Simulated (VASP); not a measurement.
## BeSi: single point with PBE

Crystal: BeSi.

```xyz
2
Lattice="1.3977 0.8070 3.4926 -1.3977 0.8070 3.4926 0.0000 -1.6140 3.4926" Properties=species:S:1:pos:R:3 pbc="T T T"
Be    0.0000    0.0000    0.0000
Si    0.0000    0.0000    5.2390
```

* Program: VASP 6.6.1
* Task: single point
* Functional: PBE
* Potentials or basis: VASP PAW PBE potentials, release 64 (Be, Si)
* Cutoff: 520 eV
* k mesh: 24 × 24 × 24
* Occupations: gaussian, width 0.1 eV
* Spin: no spin polarisation
* Dipole correction: no
* Further INCAR settings: ALGO = Normal; EDIFF = 1e-06; NBANDS = 10

- Pressure: 0.0 GPa
- Band gap on the k mesh: zero (bands 3 and 4 overlap by 10.61 eV)

Levels at points of the mesh, in eV from the Fermi level:
| k point | band 1 | band 2 | band 3 | band 4 | band 5 | band 6 | band 7 |
| --- | --- | --- | --- | --- | --- | --- | --- |
| (0.00, 0.00, 0.00) | -13.41 | -3.72 | 0.11 | 7.30 | 7.30 | 11.09 | 11.09 |
| (0.50, 0.00, 0.00) | -7.92 | -6.69 | -0.30 | 0.30 | 4.70 | 5.21 | 6.78 |
| (0.50, 0.50, 0.00) | -6.66 | -6.48 | -3.72 | -0.19 | 2.21 | 5.66 | 10.33 |
| (0.50, 0.50, 0.50) | -11.98 | -8.76 | 7.46 | 7.46 | 8.24 | 8.24 | 9.46 |

Run time: 11 min on 1 thread of Oxide Virtual Turin-like Processor (shared host), peak memory 0.39 GiB.
